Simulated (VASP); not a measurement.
Crystal: SiO2.

```
Si O
1.0
     2.83647    0.00000    0.00000
     0.00000    2.83647    0.00000
     0.00000    0.00000    9.61485
Si O
2 4
Direct
  0.00000 0.00000 0.00000
  0.50000 0.50000 0.50000
  0.00000 0.50000 0.41086
  0.00000 0.50000 0.91086
  0.50000 0.00000 0.58914
  0.50000 0.00000 0.08914
```

* Program: VASP 6.6.1
* Task: relaxation of cell and atoms
* Functional: PBEsol
* Potentials or basis: VASP PAW PBE potentials, release 64 (Si, O)
* Cutoff: 600 eV
* k mesh: 8 × 8 × 4
* Occupations: fermi-dirac, width 0.02 eV
* Spin: no spin polarisation

At the start: pressure -2.5 GPa; volume 12.89 Å³/atom.

Question: How do energy, volume and symmetry change on relaxing?

Answer: Over 28 steps the energy falls by 7.3 meV/atom and the volume is 11.19 Å³/atom (-13.2 %); space group P4_2/nmc (No. 137, to 0.05 Å).

Step by step:
```tsv
step	energy change (eV)	largest force (eV/Å)	pressure (GPa)	volume (Å³)
1	0.0000	0.1444	-2.47	77.36
2	0.0133	0.4757	3.88	75.15
3	-0.0076	0.0822	-0.17	76.52
4	-0.0087	0.0552	-0.15	76.32
5	-0.0097	0.0044	-0.11	75.89
6	-0.0107	0.0006	-0.06	75.65
7	-0.0138	0.0149	0.10	74.92
8	-0.0199	0.0493	0.47	73.46
9	-0.0298	0.1385	1.50	70.54
10	-0.0189	0.3851	5.15	64.74
11	-0.0298	0.2859	3.07	68.25
12	-0.0289	0.3159	3.57	67.37
13	-0.0290	0.3145	3.56	67.35
14	-0.0294	0.3107	3.54	67.28
15	-0.0300	0.3029	3.50	67.15
16	-0.0312	0.2872	3.42	66.89
17	-0.0330	0.2567	3.29	66.37
18	-0.0344	0.1986	3.09	65.33
19	-0.0358	0.1814	2.84	65.46
20	-0.0393	0.1293	2.12	65.85
21	-0.0433	0.0275	0.72	66.62
22	-0.0438	0.0227	0.05	67.00
23	-0.0438	0.0267	-0.01	67.03
24	-0.0438	0.0246	-0.01	67.04
25	-0.0439	0.0180	-0.01	67.07
26	-0.0439	0.0049	0.00	67.11
27	-0.0439	0.0210	0.01	67.21
28	-0.0439	0.0014	0.00	67.14
```

Final structure:
```cif
data_structure
_symmetry_space_group_name_H-M 'P 1'
_symmetry_Int_Tables_number 1
_cell_length_a 2.8272
_cell_length_b 2.8272
_cell_length_c 8.3994
_cell_angle_alpha 90.000
_cell_angle_beta 90.000
_cell_angle_gamma 90.000
_cell_volume 67.14
loop_
_atom_site_label
_atom_site_type_symbol
_atom_site_fract_x
_atom_site_fract_y
_atom_site_fract_z
_atom_site_occupancy
Si1 Si 0.00000 0.00000 0.00000 1
Si2 Si 0.50000 0.50000 0.50000 1
O1 O 0.00000 0.50000 0.39857 1
O2 O 0.00000 0.50000 0.89857 1
O3 O 0.50000 0.00000 0.60143 1
O4 O 0.50000 0.00000 0.10143 1
```

Caveat: the PAW data sets were made with another functional, which shifts forces and pressure a little.
